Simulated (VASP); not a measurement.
Wanted: the native input for a VASP 6.6.1 run.

- Task: single point
- Functional: PBE
- Potentials or basis: VASP PAW PBE potentials, release 64 (Mg, O, S)
- Cutoff: 520 eV
- k mesh: 9 × 9 × 1
- Occupations: gaussian, width 0.05 eV
- Spin: collinear spin
- Starting moments: [0.0, 0.0, 0.0, 0.0, 0.0, 0.0, 2.0] μB
- Dipole correction: yes
- Further INCAR settings: ALGO = Normal; EDIFF = 1e-06; NBANDS = 28

The structure of Mg3SO3 lies in POSCAR:

```
Mg3SO3
1.0
    3.0085896345      0.0000000000      0.0000000000
    0.0000000000      3.0085896345      0.0000000000
    0.0000000000      0.0000000000     19.7799623498
Mg O S
3 3 1
Direct
    0.5000000000      0.5000000000      0.2022248541
    0.0000000000      0.0000000000      0.3100331121
    0.5000000000      0.5000000000      0.4161289127
    0.0000000000      0.0000000000      0.2022248541
    0.5000000000      0.5000000000      0.3095409237
    0.0000000000      0.0000000000      0.4186035445
    0.3750000000      0.5000000000      0.5609235180
```

The input as run:

INCAR

```
ALGO = Normal ; DIPOL = 0.5 0.5 0.346
EDIFF = 1E-6 ; ENCUT = 520
GGA = PE ; IDIPOL = 3
ISIF = 2 ; ISMEAR = 0
ISPIN = 2 ; LASPH = True
LCHARG = False ; LDIPOL = True
LORBIT = 11 ; LREAL = False
LWAVE = False ; MAGMOM = 0 0 0 0 0 0 2
NBANDS = 28 ; NELM = 150
PREC = Accurate ; SIGMA = 0.05
```

KPOINTS

```
k-points
0
Gamma
  9 9 1
```

Potentials or basis: VASP PAW PBE potentials, release 64 (Mg, O, S).

Launch:

```sh
$ cat potpaw_PBE.64/Mg/POTCAR potpaw_PBE.64/O/POTCAR potpaw_PBE.64/S/POTCAR > POTCAR
$ mpirun -np 1 vasp_std > vasp.out
```

It gave:

```yaml
Largest_force: 0.785 eV/Å
Net_moment: 0.52 μB per cell
Site_moments: Mg +0.00, -0.00 (each value once); O +0.00, +0.02, +0.09; S +0.24 μB
Valence_electrons_inside_the_program's_atomic_spheres: Mg 0.35, 0.39, 0.36; O 5.03, 5.08, 5.02; S 3.45
```

Run time: 5.4 min on 1 thread of Intel(R) Xeon(R) Platinum 8488C (Sapphire Rapids), on a shared host, peak memory 0.45 GiB.
